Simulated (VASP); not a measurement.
Write the native input for VASP 6.6.1 that does the following.

```yaml
Task: single point
Functional: PBEsol
Potentials_or_basis: VASP PAW PBE potentials, release 64 (Ca_sv)
Cutoff: 520 eV
k_mesh: 12 × 12 × 12
Occupations: fermi-dirac, width 0.1 eV
Spin: no spin polarisation
Dipole_correction: no
Further_INCAR_settings: ALGO = Normal; EDIFF = 1e-07; NBANDS = 11
```

The structure of Ca lies in POSCAR:

```
Ca
1.0
   -2.0730667004      2.0730667004      2.0730667004
    2.0730667004     -2.0730667004      2.0730667004
    2.0730667004      2.0730667004     -2.0730667004
Ca
1
Direct
    0.0000000000      0.0000000000      0.0000000000
```

This isn't the form of Ca at room conditions, which is fcc.

One way to write it, as run:

INCAR

```
SYSTEM = Ca
ALGO     = Normal         ! electronic algorithm
EDIFF    = 1E-7           ! SCF threshold, eV
ENCUT    = 520            ! plane-wave cutoff, eV
GGA      = PS             ! functional
ISIF     = 2              ! what is computed and relaxed
ISMEAR   = -1             ! smearing method
LASPH    = .True.         ! aspherical terms in the spheres
LCHARG   = .True.         ! write CHGCAR
LELF     = .True.         ! ELF
LREAL    = .False.        ! projectors in reciprocal space
LVHAR    = .True.       
LWAVE    = .False.        ! write WAVECAR
NBANDS   = 11             ! bands
NELM     = 80             ! most SCF steps
PREC     = Accurate       ! precision mode
SIGMA    = 0.1            ! smearing width, eV
```

KPOINTS

```
k-points
0
Gamma
  12 12 12
  0 0 0
```

Potentials or basis: VASP PAW PBE potentials, release 64 (Ca_sv).

The run is started by

```bash
$ cat potpaw_PBE.64/Ca_sv/POTCAR > POTCAR
$ mpirun -np 1 vasp_std > vasp.out
```

Results of the run:

The pressure is 2.7 GPa. The band gap on the k mesh is zero (bands 5 and 6 overlap by 0.54 eV).

Caveat: the PAW data sets were made with another functional, which shifts forces and pressure a little.

Wall time 30 s on 1 thread of Intel(R) Xeon(R) Platinum 8259CL CPU @ 2.50GHz (Skylake/Cascade Lake), with other jobs on the host, peak memory 0.17 GiB.
